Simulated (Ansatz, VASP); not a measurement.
# Ga3Sb2As in VASP and in Ansatz

```xyz
6
Lattice="4.2906 0.0000 0.0000 -2.1453 3.7157 0.0000 0.0000 0.0000 10.5021" Properties=species:S:1:pos:R:3 pbc="T T T"
Ga    0.0000    0.0000   10.3727
Ga    2.1453    1.2386    3.4937
Ga    0.0000    2.4772    7.1309
Sb    2.1453    1.2386    0.8154
Sb    0.0000    2.4772    4.4361
As    0.0000    0.0000    7.8829
```

Alike in both runs: task single point; functional PBE; k mesh 6 × 6 × 2; occupations gaussian, width 0.1 eV; no spin polarisation.

```csv
,VASP,Ansatz
version,VASP 6.6.1,Ansatz 0.2.0
potentials or method,"VASP PAW PBE potentials, release 64 (Ga_d, Sb, As), cutoff 520 eV","scalar-relativistic, plane waves, PAW"
valence electrons in the cell,54,84
```

Ansatz gave:

```
gap on the k mesh at the Fermi level (eV)                     : none
pressure (GPa)                                                : 0.1
traceless stress, the component that is largest in VASP (GPa) : -0.14
rms of the force components (eV/Å)                            : 0.023
```

Problem. Which values does VASP return?

Solution. gap on the k mesh at the Fermi level (eV): none; pressure (GPa): 0.2; traceless stress, the component that is largest in VASP (GPa): -0.14; rms of the force components (eV/Å): 0.023.

Atom by atom the forces differ by 0.002 eV/Å (rms over components). A gap of «none» marks a metal or a gap that the smearing closes. VASP's potentials hold 54 valence electrons a cell and Ansatz's 84, so a difference there can come from the potentials and not from the codes.

Spin-orbit coupling is off throughout.
